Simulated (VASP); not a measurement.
# Sr4TmSi (P6mm) in VASP: single point with PBE

Aim: the single point of Sr4TmSi with PBE.

Everything below comes from runs of VASP 6.6.1. Logs are shortened: lines on timing, memory, paths and dates and some standing lists are left out, and cuts for length are marked.

## Step 1: The cell of the first run

The structure is hexagonal, space group P6mm (No. 183). Conventional cell: a = 7.292 Å, b = 7.292 Å, c = 9.271 Å, α = 90.00°, β = 90.00°, γ = 120.00°. Within 4.8 Å of Sr (site symmetry 2mm) lie 4 Sr at 3.65 Å and 2 Si at 3.73 Å and 2 Tm at 4.08 Å. Sr (site symmetry 6mm) has 1 Si at 2.94 Å and 1 Tm at 3.74 Å within 3.9 Å. Tm (site symmetry 6mm) has 1 Si at 2.59 Å within 3.4 Å. Within 3.4 Å of Si (site symmetry 6mm) lie 1 Tm at 2.59 Å and 1 Sr at 2.94 Å.

The cell was built from a structure type or drawn by symmetry, and may not be a known phase.

## Step 2: Single point, PBE

INCAR reads:

```
ALGO = Normal ; EDIFF = 1E-6
ENCUT = 500 ; GGA = PE
GGA_COMPAT = F ; ISIF = 2
ISMEAR = 0 ; LASPH = T
LCHARG = T ; LELF = T
LMAXMIX = 6 ; LREAL = F
LVHAR = T ; LWAVE = F
NBANDS = 36 ; NELM = 200
PREC = Accurate ; SIGMA = 0.2
```

KPOINTS reads:

```
k-points
0
Gamma
  3 3 3
```

POSCAR reads:

```
Sr4TmSi
1.0
    7.2922210134      0.0000000035      0.0000000000
   -3.6461105097      6.3152486459      0.0000000000
    0.0000000000      0.0000000000      9.2708433520
Sr Tm Si
4 1 1
Direct
    0.5000000000      0.0000000000      0.4855720870
    0.0000000000      0.5000000000      0.4855720870
    0.5000000000      0.5000000000      0.4855720870
    0.0000000000      0.0000000000      0.8855358419
    0.0000000000      0.0000000000      0.2887756259
    0.0000000000      0.0000000000      0.5678793012
```

Potentials or basis: VASP PAW PBE potentials, release 64 (Sr_sv, Tm_3, Si), 4f in core.

On the command line:

```console
> cat potpaw_PBE.64/Sr_sv/POTCAR potpaw_PBE.64/Tm_3/POTCAR potpaw_PBE.64/Si/POTCAR > POTCAR
> mpirun -np 1 vasp_std > vasp.out
```

OUTCAR:

```text
EDIFF = 1E-6
   ENCUT = 500
   GGA = PE
   ISIF = 2
   ISMEAR = 0
   LASPH = T
   LREAL = F
   NELM = 200
   PREC = Accurate

 ion  position               nearest neighbor table
   1  0.500  0.000  0.486-   3 3.65   3 3.65   2 3.65   2 3.65   6 3.73   6 3.73   5 4.08   5 4.08

   2  0.000  0.500  0.486-   3 3.65   3 3.65   1 3.65   1 3.65   6 3.73   6 3.73   5 4.08   5 4.08

   3  0.500  0.500  0.486-   2 3.65   2 3.65   1 3.65   1 3.65   6 3.73   6 3.73   5 4.08   5 4.08

   4  0.000  0.000  0.886-   6 2.94   5 3.74
   5  0.000  0.000  0.289-   6 2.59   4 3.74   1 4.08   1 4.08   2 4.08   2 4.08   3 4.08   3 4.08

   6  0.000  0.000  0.568-   5 2.59   4 2.94   1 3.73   1 3.73   2 3.73   2 3.73   3 3.73   3 3.73

  LATTYP: Found a hexagonal cell.
 ALAT       =     7.2922210134
 C/A-ratio  =     1.2713332927

  Lattice vectors:

 A1 = (   7.2922210134,   0.0000000035,   0.0000000000)
 A2 = (  -3.6461105097,   6.3152486459,   0.0000000000)
 A3 = (   0.0000000000,   0.0000000000,   9.2708433520)

Analysis of symmetry for initial positions (statically):
=====================================================================
 Subroutine PRICEL returns:
 Original cell was already a primitive cell.

 Routine SETGRP: Setting up the symmetry group for a
 hexagonal supercell.

 Subroutine GETGRP returns: Found 12 space group operations
 (whereof 12 operations were pure point group operations)
 out of a pool of 24 trial point group operations.

The static configuration has the point symmetry C_6v.

Analysis of symmetry for dynamics (positions and initial velocities):
=====================================================================
 Subroutine PRICEL returns:
 Original cell was already a primitive cell.

 Routine SETGRP: Setting up the symmetry group for a
 hexagonal supercell.

 Subroutine GETGRP returns: Found 12 space group operations
 (whereof 12 operations were pure point group operations)
 out of a pool of 24 trial point group operations.

The dynamic configuration has the point symmetry C_6v.

 Subroutine INISYM returns: Found 12 space group operations
 (whereof 12 operations are pure point group operations),
 and found     1 'primitive' translations

[... 82 lines left out ...]
   NELM   =    200;   NELMIN=  2; NELMDL= -5     # of ELM steps
   EDIFF  = 0.1E-05   stopping-criterion for ELM
   LREAL  =      F    real-space projection
   EDIFFG = 0.1E-04   stopping-criterion for IOM
   NSW    =      0    number of steps for IOM
   IBRION =     -1    ionic relax: 0-MD 1-quasi-New 2-CG
   NFREE  =      0    steps in history (QN), initial steepest desc. (CG)
   ISIF   =      2    stress and relaxation
   ISYM   =      2    0-nonsym 1-usesym 2-fastsym
   POTIM  = 0.5000    time-step for ionic-motion
   TEBEG  =    0.0;   TEEND  =   0.0 temperature during run
   PSTRESS=    0.0 pullay stress
   NELECT =      53.0000    total number of electrons
   NUPDOWN=      -1.0000    fix difference up-down
   EMIN   =  10.00;   EMAX   =-10.00  energy-range for DOS
   EFERMI =   0.00;   METHOD = LEGACY
   ISMEAR =     0;   SIGMA  =   0.20  broadening in eV -4-tet -1-fermi 0-gaus
   EFERMI_NEDOS =   21; number of points for ismear=-14 and -15
   IALGO  =     38    algorithm
   IMIX   =      4    mixing-type and parameters
     AMIX     =   0.40;   BMIX     =  1.00
     AMIX_MAG =   1.60;   BMIX_MAG =  1.00
  volume/ion in A,a.u.               =      71.16       480.19
  Fermi-wavevector in a.u.,A,eV,Ry     =   0.816664  1.543272  9.074279  0.666941
  Thomas-Fermi vector in A             =   1.926973
   LORBIT       =      0    0 simple, 1 ext, 2 COOP (PROOUT), +10 PAW based schemes
   GGA     = PE    functional components
   LHFCALC =     F    Hartree Fock is set to
   AEXX    =    0.0000 exact exchange contribution
   IVDW    =     0    specifies the selected vdW correction
   LEPSILON=     F    determine dielectric tensor
   LRPA    =     F    only Hartree local field effects (RPA)
 non-spin polarized calculation
 Gauss-broadening in eV      SIGMA  =   0.20
  energy-cutoff  :      500.00
  volume of cell :      426.94
 maximum number of plane-waves:     10851
 NGX is ok and might be reduce to    54
   NGX = 27   NGY = 27   NGZ = 33

 number of electron      53.0000005 magnetization

 Free energy of the ion-electron system (eV)
  ---------------------------------------------------
  ext. energy  EPLUGINS =         0.00000000
  ---------------------------------------------------
  free energy    TOTEN  =       -12.51713607 eV

  energy without entropy =      -12.36492277  energy(sigma->0) =      -12.44102942

 E-fermi :   0.3545     XC(G=0):  -6.0420

 val. band max:        0.2684705580   @ k =   0.0000   0.0000   0.3333
 cond. band min:       0.3826408126   @ k =   0.3333  -0.0000   0.3333
 fundamental gap:      0.1141702546
 Fermi energy:         0.3545119056

 k-point     1 :       0.0000    0.0000    0.0000
  band No.  band energies     occupation
      1     -37.0783      2.00000
      2     -36.2974      2.00000
      3     -36.2447      2.00000
      4     -36.2447      2.00000
      5     -26.2286      2.00000
      6     -26.2286      2.00000
[... 223 lines left out ...]
     35       1.7902      0.00000
     36       1.8821      0.00000

------------------------ aborting loop because EDIFF is reached ----------------------------------------

  FORCE on cell =-STRESS in cart. coord.  units (eV):
  Direction    XX          YY          ZZ          XY          YZ          ZX
  --------------------------------------------------------------------------------------
  -------------------------------------------------------------------------------------
  Total        0.1952129      0.1952129      0.8018584      0.0000000      0.0000000      0.0000000
  in kB        0.7325707      0.7325707      3.0091148      0.0000000      0.0000000      0.0000000
  external PRESSURE =       1.4914187 kB  Pullay stress =       0.0000000 kB

 VOLUME and BASIS-vectors are now :
 -----------------------------------------------------------------------------
  energy-cutoff  :      500.00
  volume of cell :      426.94
      direct lattice vectors                 reciprocal lattice vectors
     7.292221013  0.000000003  0.000000000     0.137132432  0.079173446  0.000000000
    -3.646110510  6.315248646  0.000000000    -0.000000000  0.158346893  0.000000000
     0.000000000  0.000000000  9.270843352     0.000000000  0.000000000  0.107865052

 POSITION                                       TOTAL-FORCE (eV/Angst)
 -----------------------------------------------------------------------------------
      3.64611      0.00000      4.50166         0.000000      0.000000     -0.000047
     -1.82306      3.15762      4.50166        -0.000000      0.000000     -0.000047
      1.82306      3.15762      4.50166        -0.000000      0.000000     -0.000047
      0.00000      0.00000      8.20966         0.000000     -0.000000     -0.007644
      0.00000      0.00000      2.67719         0.000000     -0.000000     -0.050048
      0.00000      0.00000      5.26472        -0.000000      0.000000      0.057832
 -----------------------------------------------------------------------------------
    total drift:                                0.000000      0.000000      0.001714

  FREE ENERGIE OF THE ION-ELECTRON SYSTEM (eV)
  ---------------------------------------------------
  free  energy   TOTEN  =       -12.5171360669 eV

  energy  without entropy=      -12.3649227706  energy(sigma->0) =      -12.44102942
```

OSZICAR:

```text
N       E                     dE             d eps       ncg     rms          rms(c)
DAV:   1     0.402230595795E+03    0.40223E+03   -0.20963E+04   456   0.113E+03
DAV:   2     0.315253535975E+02   -0.37071E+03   -0.36178E+03   532   0.321E+02
DAV:   3    -0.110463762759E+02   -0.42572E+02   -0.41859E+02   672   0.857E+01
DAV:   4    -0.152824063515E+02   -0.42360E+01   -0.41755E+01   672   0.264E+01
DAV:   5    -0.156899441981E+02   -0.40754E+00   -0.40673E+00   752   0.767E+00    0.292E+01
DAV:   6    -0.127171365038E+02    0.29728E+01   -0.86559E+00   580   0.752E+00    0.153E+01
DAV:   7    -0.125711466159E+02    0.14599E+00   -0.41375E+00   608   0.462E+00    0.490E+00
DAV:   8    -0.125133273251E+02    0.57819E-01   -0.10617E+00   536   0.272E+00    0.222E+00
DAV:   9    -0.125155023309E+02   -0.21750E-02   -0.10232E-01   656   0.112E+00    0.672E-01
DAV:  10    -0.125167632530E+02   -0.12609E-02   -0.11766E-02   744   0.361E-01    0.389E-01
DAV:  11    -0.125168705018E+02   -0.10725E-03   -0.23571E-03   568   0.136E-01    0.122E-01
DAV:  12    -0.125170306696E+02   -0.16017E-03   -0.45735E-04   728   0.701E-02    0.614E-02
DAV:  13    -0.125170849372E+02   -0.54268E-04   -0.71562E-05   648   0.276E-02    0.378E-02
DAV:  14    -0.125171223430E+02   -0.37406E-04   -0.82100E-05   560   0.221E-02    0.150E-02
DAV:  15    -0.125171329629E+02   -0.10620E-04   -0.18735E-05   512   0.123E-02    0.102E-02
DAV:  16    -0.125171351336E+02   -0.21707E-05   -0.36272E-06   440   0.663E-03    0.368E-03
DAV:  17    -0.125171360669E+02   -0.93323E-06   -0.12313E-06   392   0.438E-03
   1 F= -.12517136E+02 E0= -.12441029E+02  d E =-.152213E+00
```

Run time: 2 min. Hardware: 1 thread of AMD EPYC 9R45 (Zen 5), shared host; peak memory 0.48 GiB.

Results:

```yaml
Free_energy: -12.5171 eV
Pressure: 0.1 GPa
Largest_force: 0.058 eV/Å
Band_gap_on_the_k_mesh: zero (an odd number of electrons rules out a gap without spin polarisation)
```

Forces on the atoms (eV/Å):
```
Sr   0.000  0.000  0.000
Sr   0.000  0.000  0.000
Sr   0.000  0.000  0.000
Sr   0.000  0.000 -0.008
Tm   0.000  0.000 -0.050
Si   0.000  0.000  0.058
```

Stress tensor (GPa, compression positive):
```
0.07 0.00 0.00
0.00 0.07 0.00
0.00 0.00 0.30
```

Levels at points of the mesh, in eV from the Fermi level:
| k point | band 23 | band 24 | band 25 | band 26 | band 27 | band 28 | band 29 | band 30 |
| --- | --- | --- | --- | --- | --- | --- | --- | --- |
| (0.00, 0.00, 0.00) | -1.35 | -1.35 | -1.19 | -0.26 | -0.26 | 0.09 | 0.35 | 0.41 |

Caveat: spin-orbit coupling is left out, which moves the levels of the heavy elements; the 4f electrons are frozen in the core, so they carry no moment and show no levels.
